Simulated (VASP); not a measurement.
The system is TiO2.

```
Ti O
1.0
     6.11228   -1.87083    0.00000
     6.11228    1.87083    0.00000
    -1.91538    0.00000    6.28649
Ti O
4 8
Direct
  0.90007 0.90007 0.28960
  0.19529 0.19529 0.28376
  0.09993 0.09993 0.71040
  0.80471 0.80471 0.71624
  0.36193 0.36193 0.29340
  0.26349 0.26349 0.65250
  0.86719 0.86719 0.99529
  0.73651 0.73651 0.34750
  0.94165 0.94165 0.63002
  0.13281 0.13281 0.00471
  0.63807 0.63807 0.70660
  0.05835 0.05835 0.36998
```

Base run:

* Program: VASP 6.6.1
* Functional: BLYP
* Dispersion: D4
* Potentials or basis: VASP PAW PBE potentials, release 64 (Ti_sv, O)
* Cutoff: 520 eV
* k mesh: 8 × 8 × 4
* Occupations: fermi-dirac, width 0.05 eV
* Spin: no spin polarisation

Its results: band gap on the k mesh 2.78 eV (least direct gap 2.96 eV); pressure 2.5 GPa; largest force 0.154 eV/Å.

Problem. The run is repeated on the same cell with these changes: functional from BLYP to PBE exchange alone; dispersion from D4 to none. What comes out?

Solution. Band gap on the k mesh 2.83 eV (least direct gap 3.01 eV); pressure 19.7 GPa; largest force 0.360 eV/Å.

Several settings changed at once.

Caveats: the PAW data sets were made with another functional, which shifts forces and pressure a little (at least some runs); the cell stands under pressure (at least some runs).

A k mesh can miss the band edges.
